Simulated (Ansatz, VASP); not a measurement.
TaSi2: VASP beside Ansatz

```
CELL_PARAMETERS angstrom
4.76099 0.00000 0.00000
-2.38050 4.12314 0.00000
0.00000 0.00000 6.42502
ATOMIC_POSITIONS crystal
Ta 0.50000 0.00000 0.00000
Ta 0.50000 0.50000 0.66667
Ta 0.00000 0.50000 0.33333
Si 0.15864 0.31727 0.00000
Si 0.84136 0.15864 0.66667
Si 0.68273 0.84136 0.33333
Si 0.84136 0.68273 0.00000
Si 0.15864 0.84136 0.66667
Si 0.31727 0.15864 0.33333
```

Change from the starting cell: strain along c alone, the other axes held, atoms relaxed: -2.0 %.

Alike in both runs: functional PBEsol; k mesh 12 × 12 × 6; occupations gaussian, width 0.1 eV; no spin polarisation.

Ansatz relaxed the structure, and its values are those at the end. VASP's run is a single point on that final structure, the one shown.

|  | VASP | Ansatz |
| --- | --- | --- |
| version | VASP 6.6.1 | Ansatz 0.2.0 |
| potentials or method | VASP PAW PBE potentials, release 64 (Ta_pv, Si), cutoff 520 eV | scalar-relativistic, plane waves, PAW |
| valence electrons in the cell | 57 | 63 |

|  | VASP | Ansatz | Ansatz less VASP |
| --- | --- | --- | --- |
| gap on the k mesh at the Fermi level (eV) | none | none | - |
| pressure (GPa) | 5.1 | 4.8 | -0.36 |

VASP's potentials were made for PBE, not for PBEsol. A gap of «none» marks a metal or a gap that the smearing closes. The functional is the same, so the differences come from potentials, cutoffs and numerics. VASP's potentials hold 57 valence electrons a cell and Ansatz's 63, so a difference there can come from the potentials and not from the codes. Ansatz's warnings: stress scf threshold loose.

Spin-orbit coupling is off throughout.
